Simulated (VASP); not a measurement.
A run of VASP 6.6.1 is set up as follows.

INCAR

```
SYSTEM = TaN
PREC = Accurate
ENCUT = 520
EDIFF = 1E-6
ISMEAR = 1
SIGMA = 0.1
LREAL = .False.
LASPH = .True.
NELM = 80
ALGO = Normal
ISIF = 2
LWAVE = .False.
LCHARG = .True.
GGA = PE
LELF = .True.
LVHAR = .True.
NBANDS = 24
```

The input KPOINTS:

```
regular mesh
0
Gamma
  15 15 8
  0 0 0
```

File POSCAR:

```
TaN
1.0
    3.0500010905      0.0000000000      0.0000000000
   -1.5250005453      2.6413784260      0.0000000000
    0.0000000000      0.0000000000      4.9400000000
Ta N
2 2
Direct
    0.3333333333      0.6666666667      0.0000000000
    0.6666666667      0.3333333333      0.5000000000
    0.3333333333      0.6666666667      0.3850000000
    0.6666666667      0.3333333333      0.8850000000
```

Potentials or basis: VASP PAW PBE potentials, release 64 (Ta_pv, N).

Launch:

```console
$ cat potpaw_PBE.64/Ta_pv/POTCAR potpaw_PBE.64/N/POTCAR > POTCAR
$ mpirun -np 1 vasp_std > vasp.out
```

Problem. Predict the pressure.

Solution. 140.2 GPa.

Problem. Estimate the largest force.

Solution. 2.395 eV/Å.

Problem. What does it give for the band gap on the k mesh?

Solution. Zero (band 16 reaches 11.00 eV, above the bottom of band 17 at 8.14 eV).

Forces on the atoms (eV/Å):
```
Ta   0.000  0.000  2.395
Ta   0.000  0.000  2.395
N    0.000  0.000 -2.395
N    0.000  0.000 -2.395
```

Caveat: spin-orbit coupling is left out, which moves the levels of the heavy elements; forces of over 1 eV/Å act on the atoms, so gaps and moduli don't describe the material at rest.
